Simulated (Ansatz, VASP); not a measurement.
**Zr2Si4GePd: VASP beside Ansatz**

The input INCAR:

```
SYSTEM = Zr2Si4GePd
  PREC = Accurate
  ENCUT = 600
  EDIFF = 1E-7
  ISMEAR = 0
  SIGMA = 0.2
  LREAL = .False.
  LASPH = .True.
  NELM = 80
  ALGO = Normal
  ISIF = 3
  LWAVE = .False.
  LCHARG = .False.
  GGA = PE
  IBRION = 2
  NSW = 36
  EDIFFG = -0.08
```

KPOINTS

```
regular mesh
0
Gamma
  4 4 4
  0 0 0
```

Contents of POSCAR:

```
Zr2Si4GePd
1.0
   -3.3437416300      3.3437416300      2.8975737200
    3.3437416300     -3.3437416300      2.8975737200
    3.3437416300      3.3437416300     -2.8975737200
Zr Si Ge Pd
2 4 1 1
Direct
    0.5000000000      0.0000000000      0.5000000000
    0.0000000000      0.5000000000      0.5000000000
    0.9018200000      0.5593709900      0.0000000000
    0.5593709900      0.9018200000      0.0000000000
    0.0981800000      0.0981800000      0.6575509900
    0.4406290100      0.4406290100      0.3424490100
    0.5000000000      0.5000000000      0.0000000000
    0.0000000000      0.0000000000      0.0000000000
```

Input for Ansatz:

```yaml
crystal:
  lattice:
    - [-3.34374163, 3.34374163, 2.89757372]
    - [3.34374163, -3.34374163, 2.89757372]
    - [3.34374163, 3.34374163, -2.89757372]
  atoms:
    - { symbol: Zr, position: [0.5, 0.0, 0.5] }
    - { symbol: Zr, position: [0.0, 0.5, 0.5] }
    - { symbol: Si, position: [0.90182, 0.55937099, 0.0] }
    - { symbol: Si, position: [0.55937099, 0.90182, 0.0] }
    - { symbol: Si, position: [0.09818, 0.09818, 0.65755099] }
    - { symbol: Si, position: [0.44062901, 0.44062901, 0.34244901] }
    - { symbol: Ge, position: [0.5, 0.5, 0.0] }
    - { symbol: Pd, position: [0.0, 0.0, 0.0] }
basis:
  ecutwfc: 420
kpoints:
  mp_grid: { grid: [4, 4, 4] }
hamiltonian:
  xc: pbe
scf:
  occupations: { method: gaussian, width: 0.2 }
  lower_state_search: "off"
output:
  forces: true
  stress: true
  eigenvalues: true
relax:
  adjacent_minimum: "off"
  f_tol: 0.08
  max_steps: 16
  cell: { stress_tol: 0.8 }
```

Change from the starting cell: species swapped into the K2SnHgSe4 type (I-42m, No. 121).

Alike in both runs: task relaxation of cell and atoms; functional PBE; k mesh 4 × 4 × 4; occupations gaussian, width 0.2 eV; no spin polarisation.

|  | VASP | Ansatz |
| --- | --- | --- |
| version | VASP 6.6.1 | Ansatz 0.2.0 |
| potentials or method | VASP PAW PBE potentials, release 64 (Zr_sv, Si, Ge_d, Pd), cutoff 600 eV | scalar-relativistic, plane waves, PAW |
| valence electrons in the cell | 64 | 72 |

```csv
,VASP,Ansatz,Ansatz less VASP
"gap on the k mesh at the Fermi level, each at its own relaxed structure (eV)",none,none,-
relaxed volume (Å³/atom),16.43,16.57,+0.143
relaxed length of the cell vector where the two differ most in proportion (Å),5.630,5.641,+0.0114
```

A gap of «none» marks a metal or a gap that the smearing closes. VASP's potentials hold 64 valence electrons a cell and Ansatz's 72, so a difference there can come from the potentials and not from the codes.
